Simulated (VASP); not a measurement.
# As2Se (Fd-3m) in VASP: further runs, part 2 of 2

VASP 6.6.1. Earlier steps stand in the parts before.

## Step 3: Relaxation of cell and atoms, PBE

This run uses another cell than the first one, of 28.73 Å³/atom, 1.411 times its volume.

Contents of INCAR:

```
PREC = Accurate
ENCUT = 500
EDIFF = 1E-7
ISMEAR = 0
SIGMA = 0.1
LREAL = F
LASPH = T
NELM = 120
ALGO = Normal
ISIF = 3
LWAVE = F
LCHARG = F
GGA = PE
IBRION = 2
NSW = 90
EDIFFG = -0.04
GGA_COMPAT = F
NELMIN = 4
```

Contents of KPOINTS:

```
Automatic mesh
0
Gamma
  4 4 4
```

Contents of POSCAR:

```
As2Se
1.0
    0.0000000000      4.4171002000      4.4171002000
    4.4171002000      0.0000000000      4.4171002000
    4.4171002000      4.4171002000      0.0000000000
As Se
4 2
Direct
    0.1250000000      0.6250000000      0.6250000000
    0.6250000000      0.6250000000      0.6250000000
    0.6250000000      0.6250000000      0.1250000000
    0.6250000000      0.1250000000      0.6250000000
    0.0000000000      0.0000000000      0.0000000000
    0.2500000000      0.2500000000      0.2500000000
```

Potentials or basis: VASP PAW PBE potentials, release 64 (As, Se).

Launch:

```bash
cat potpaw_PBE.64/As/POTCAR potpaw_PBE.64/Se/POTCAR > POTCAR
mpirun -np 1 vasp_std > vasp.out
```

OUTCAR:

```text
PREC = Accurate
   ENCUT = 500
   EDIFF = 1E-7
   ISMEAR = 0
   LREAL = F
   LASPH = T
   NELM = 120
   ISIF = 3
   GGA = PE
   IBRION = 2
   NSW = 90
   EDIFFG = -0.04
   NELMIN = 4

 ion  position               nearest neighbor table
   1  0.125  0.625  0.625-
   2  0.625  0.625  0.625-
   3  0.625  0.625  0.125-
   4  0.625  0.125  0.625-
   5  0.000  0.000  0.000-
   6  0.250  0.250  0.250-

  LATTYP: Found a face centered cubic cell.
 ALAT       =     8.8342004000

  Lattice vectors:

 A1 = (   0.0000000000,   4.4171002000,   4.4171002000)
 A2 = (   4.4171002000,   0.0000000000,   4.4171002000)
 A3 = (   4.4171002000,   4.4171002000,   0.0000000000)

Analysis of symmetry for initial positions (statically):
=====================================================================
[... 168 lines left out ...]

 E-fermi :   2.1855     XC(G=0):  -8.9980

 val. band max:        2.1436694131   @ k =   0.5000   0.5000   0.0000
 cond. band min:       2.1856088474   @ k =   0.5000   0.0000   0.0000
 fundamental gap:      0.0419394342
 Fermi energy:         2.1855439900

 k-point     1 :       0.0000    0.0000    0.0000
  band No.  band energies     occupation
      1     -10.6013      2.00000
      2      -9.2819      2.00000
      3      -9.0026      2.00000
      4      -7.0735      2.00000
      5      -7.0735      2.00000
      6      -7.0735      2.00000
[... 252 lines left out ...]
--------------------------------------- Ionic step        3  -------------------------------------------

 number of electron      32.0000000 magnetization

 Free energy of the ion-electron system (eV)
  ---------------------------------------------------
  ext. energy  EPLUGINS =         0.00000000
  ---------------------------------------------------
  free energy    TOTEN  =       -21.99667938 eV

  energy without entropy =      -21.96320747  energy(sigma->0) =      -21.97994342

 E-fermi :   5.4128     XC(G=0): -10.4535

 val. band max:        5.3002997977   @ k =   0.5000   0.5000   0.0000
 cond. band min:       5.4225167438   @ k =   0.5000   0.2500   0.0000
 fundamental gap:      0.1222169461
 Fermi energy:         5.4128043505

 k-point     1 :       0.0000    0.0000    0.0000
  band No.  band energies     occupation
      1      -9.6491      2.00000
      2      -6.3307      2.00000
      3      -6.3111      2.00000
      4      -3.8406      2.00000
      5      -3.8406      2.00000
      6      -3.8406      2.00000
[... 206 lines left out ...]
  FREE ENERGIE OF THE ION-ELECTRON SYSTEM (eV)
  ---------------------------------------------------
  free  energy   TOTEN  =       -21.9966793809 eV

  energy  without entropy=      -21.9632074678  energy(sigma->0) =      -21.97994342

 reached required accuracy - stopping structural energy minimisation
```

CONTCAR:

```text
As2Se
   1.00000000000000
     0.0000000000000000    3.9451599772505128    3.9451599772505128
     3.9451599772505128    0.0000000000000000    3.9451599772505128
     3.9451599772505128    3.9451599772505128   -0.0000000000000000
  As              Se
     4     2
Direct
     0.1250000000000000    0.6250000000000000    0.6250000000000000
     0.6250000000000000    0.6250000000000000    0.6250000000000000
     0.6250000000000000    0.6250000000000000    0.1250000000000000
     0.6250000000000000    0.1250000000000000    0.6250000000000000
     0.0000000000000000    0.0000000000000000    0.0000000000000000
     0.2500000000000000    0.2500000000000000    0.2500000000000000

  0.00000000E+00  0.00000000E+00  0.00000000E+00
  0.00000000E+00  0.00000000E+00  0.00000000E+00
  0.00000000E+00  0.00000000E+00  0.00000000E+00
  0.00000000E+00  0.00000000E+00  0.00000000E+00
  0.00000000E+00  0.00000000E+00  0.00000000E+00
  0.00000000E+00  0.00000000E+00  0.00000000E+00
```

Run time: 2.4 min. Hardware: 1 thread of AMD EPYC 7R43 (Zen 3), shared host; peak memory 0.31 GiB.

What came out:

* Free energy: -21.9967 eV
* Relaxed volume: 20.47 Å³/atom
* Relaxed cell: a = 5.579 Å, b = 5.579 Å, c = 5.579 Å, α = 60.00°, β = 60.00°, γ = 60.00°
* Space group after relaxing (to 0.05 Å): Fd-3m (No. 227)
* Energy gained by relaxing: 402.9 meV/atom
* Ionic steps: 3
* Pressure after relaxing: -0.2 GPa
* Band gap on the k mesh: zero (band 16 reaches 6.36 eV, above the bottom of band 17 at 5.30 eV)

Step by step:
```csv
step,energy change (eV),largest force (eV/Å),pressure (GPa),volume (Å³)
1,0.0000,0.0000,-11.22,172.36
2,-2.3845,0.0000,-2.34,126.89
3,-2.4172,0.0000,-0.16,122.81
```

Final structure:
```cif
data_structure
_symmetry_space_group_name_H-M 'P 1'
_symmetry_Int_Tables_number 1
_cell_length_a 5.5793
_cell_length_b 5.5793
_cell_length_c 5.5793
_cell_angle_alpha 60.000
_cell_angle_beta 60.000
_cell_angle_gamma 60.000
_cell_volume 122.81
loop_
_atom_site_label
_atom_site_type_symbol
_atom_site_fract_x
_atom_site_fract_y
_atom_site_fract_z
_atom_site_occupancy
As1 As 0.12500 0.62500 0.62500 1
As2 As 0.62500 0.62500 0.62500 1
As3 As 0.62500 0.62500 0.12500 1
As4 As 0.62500 0.12500 0.62500 1
Se1 Se 0.00000 0.00000 0.00000 1
Se2 Se 0.25000 0.25000 0.25000 1
```

Caveat: the volume moved by over 15 % at a fixed basis, so the end points are rough.

## Step 4: Relaxation of cell and atoms, PBE

This run uses another cell than the first one, of 20.41 Å³/atom, 1.002 times its volume.

INCAR: that of step 3 with these lines changed.

```diff
@@ -14,4 +14,4 @@
 IBRION = 2
-NSW = 90
-EDIFFG = -0.04
+NSW = 100
+EDIFFG = -0.01
 GGA_COMPAT = F
```

Contents of KPOINTS:

```
Automatic mesh
0
Gamma
  8 8 8
```

Contents of POSCAR:

```
As2Se
1.0
    0.0000000000      3.9411370025      3.9411370025
    3.9411370025      0.0000000000      3.9411370025
    3.9411370025      3.9411370025      0.0000000000
As Se
4 2
Direct
    0.6250000000      0.1250000000      0.1250000000
    0.1250000000      0.1250000000      0.1250000000
    0.1250000000      0.1250000000      0.6250000000
    0.1250000000      0.6250000000      0.1250000000
    0.5000000000      0.5000000000      0.5000000000
    0.7500000000      0.7500000000      0.7500000000
```

Launch:

```bash
cat potpaw_PBE.64/As/POTCAR potpaw_PBE.64/Se/POTCAR > POTCAR
mpirun -np 1 vasp_std > vasp.out
```

Wall time 3 min (1 thread of AMD EPYC 7R43 (Zen 3), shared host); peak memory 0.25 GiB.

It converged, with:

```
Free energy                            : -22.0259 eV
Relaxed volume                         : 20.36 Å³/atom
Relaxed cell                           : a = 5.570 Å, b = 5.570 Å, c = 5.570 Å, α = 60.00°, β = 60.00°, γ = 60.00°
Space group after relaxing (to 0.05 Å) : Fd-3m (No. 227)
Energy gained by relaxing              : 0.0 meV/atom
Ionic steps                            : 2
Pressure after relaxing                : 0.0 GPa
Band gap on the k mesh                 : zero (band 16 reaches 6.45 eV, above the bottom of band 17 at 4.75 eV)
```

Final structure:
```
As Se
1.0
     0.00000    3.93847    3.93847
     3.93847    0.00000    3.93847
     3.93847    3.93847    0.00000
As Se
4 2
Direct
  0.62500 0.12500 0.12500
  0.12500 0.12500 0.12500
  0.12500 0.12500 0.62500
  0.12500 0.62500 0.12500
  0.50000 0.50000 0.50000
  0.75000 0.75000 0.75000
```

Levels at points of the mesh, in eV from the Fermi level:
```
           k point  band 13  band 14  band 15  band 16  band 17  band 18  band 19  band 20
(0.00, 0.00, 0.00)    -3.01    -2.83    -2.83     0.97     0.97     0.97     3.89     3.89
(0.50, 0.00, 0.00)    -1.51    -1.51    -0.70    -0.22     0.30     0.85     0.85     1.74
(0.50, 0.50, 0.00)    -1.34    -1.34    -0.60    -0.60    -0.12    -0.12     0.04     0.04
```

## Step 5: The runs side by side

| task | cell | k mesh | gap on the mesh (eV) | pressure (GPa) | relaxed volume (Å³/atom) |
| --- | --- | --- | --- | --- | --- |
| single point | a = 5.569 Å, angles 60.0°, 6 atoms | 8 × 8 × 8 | none | 0.1 | - |
| relaxation of cell and atoms | relaxed from a = 6.247 Å, angles 60.0°, 6 atoms | 4 × 4 × 4 | none | -0.2 | 20.47 |
| relaxation of cell and atoms | relaxed from a = 5.574 Å, angles 60.0°, 6 atoms | 8 × 8 × 8 | none | 0.0 | 20.36 |

Alike in all rows: level PBE; potentials or basis VASP PAW PBE potentials, release 64 (As, Se); no spin polarisation; cutoff (eV) 500; smearing gaussian 0.1 eV.

Caveats: the volume moved by over 15 % at a fixed basis, so the end points are rough (some runs).

Total energies depend on the potentials used, so only differences within one code and one set of settings carry meaning.
